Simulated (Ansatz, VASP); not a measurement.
## One calculation of BiB12, two programs

INCAR

```
SYSTEM = BiB12
ALGO = Normal
EDIFF = 1E-6
EDIFFG = -0.01
ENCUT = 600
GGA = PE
IBRION = 2
ISIF = 3
ISMEAR = 0
LASPH = .True.
LCHARG = .False.
LREAL = .False.
LWAVE = .False.
NELM = 100
NSW = 100
PREC = Accurate
SIGMA = 0.1
```

File KPOINTS:

```
k-points
0
Gamma
  8 8 8
  0 0 0
```

The input POSCAR:

```
BiB12
1.0
    0.0000000000      3.8044754293      3.8044754293
    3.8044754293      0.0000000000      3.8044754293
    3.8044754293      3.8044754293      0.0000000000
B Bi
12 1
Direct
    0.8372752609      0.1627247391      0.5000000000
    0.1627247391      0.8372752609      0.5000000000
    0.5000000000      0.8372752609      0.1627247391
    0.1627247391      0.5000000000      0.5000000000
    0.5000000000      0.5000000000      0.8372752609
    0.5000000000      0.5000000000      0.1627247391
    0.5000000000      0.8372752609      0.5000000000
    0.1627247391      0.5000000000      0.8372752609
    0.8372752609      0.5000000000      0.5000000000
    0.5000000000      0.1627247391      0.5000000000
    0.8372752609      0.5000000000      0.1627247391
    0.5000000000      0.1627247391      0.8372752609
    0.0000000000      0.0000000000      0.0000000000
```

Input for Ansatz:

```yaml
crystal:
  lattice:
    - [0.0, 3.8044754293, 3.8044754293]
    - [3.8044754293, 0.0, 3.8044754293]
    - [3.8044754293, 3.8044754293, 0.0]
  atoms:
    - { symbol: B, position: [0.8372752609, 0.1627247391, 0.5] }
    - { symbol: B, position: [0.1627247391, 0.8372752609, 0.5] }
    - { symbol: B, position: [0.5, 0.8372752609, 0.1627247391] }
    - { symbol: B, position: [0.1627247391, 0.5, 0.5] }
    - { symbol: B, position: [0.5, 0.5, 0.8372752609] }
    - { symbol: B, position: [0.5, 0.5, 0.1627247391] }
    - { symbol: B, position: [0.5, 0.8372752609, 0.5] }
    - { symbol: B, position: [0.1627247391, 0.5, 0.8372752609] }
    - { symbol: B, position: [0.8372752609, 0.5, 0.5] }
    - { symbol: B, position: [0.5, 0.1627247391, 0.5] }
    - { symbol: B, position: [0.8372752609, 0.5, 0.1627247391] }
    - { symbol: B, position: [0.5, 0.1627247391, 0.8372752609] }
    - { symbol: Bi, position: [0.0, 0.0, 0.0] }
basis:
  ecutwfc: 420
kpoints:
  mp_grid: { grid: [8, 8, 8] }
hamiltonian:
  xc: pbe
scf:
  occupations: { method: gaussian, width: 0.1 }
output:
  forces: true
  stress: true
  eigenvalues: true
  write_density: true
  write_potential: true
  elf: true
  volumetric_format: npy
relax:
  adjacent_minimum: "off"
  f_tol: 0.01
  max_steps: 80
  cell: { stress_tol: 0.05 }
```

Change from the starting cell: species swapped into the ScB12 type (Fm-3m, No. 225).

Alike in both runs: task relaxation of cell and atoms; functional PBE; k mesh 8 × 8 × 8; occupations gaussian, width 0.1 eV; no spin polarisation.

|  | VASP | Ansatz |
| --- | --- | --- |
| version | VASP 6.6.1 | Ansatz 0.2.0 |
| potentials or method | VASP PAW PBE potentials, release 64 (B, Bi_d), cutoff 600 eV | scalar-relativistic, plane waves, PAW |
| valence electrons in the cell | 51 | 51 |

```csv
,VASP,Ansatz,Ansatz less VASP
"gap on the k mesh at the Fermi level, each at its own relaxed structure (eV)",none,none,-
relaxed volume (Å³/atom),8.47,8.46,-0.002
relaxed cell length with the largest relative difference (Å),5.379,5.379,-0.0004
```

A gap of «none» marks a metal or a gap that the smearing closes.

Neither program's run includes spin-orbit coupling.
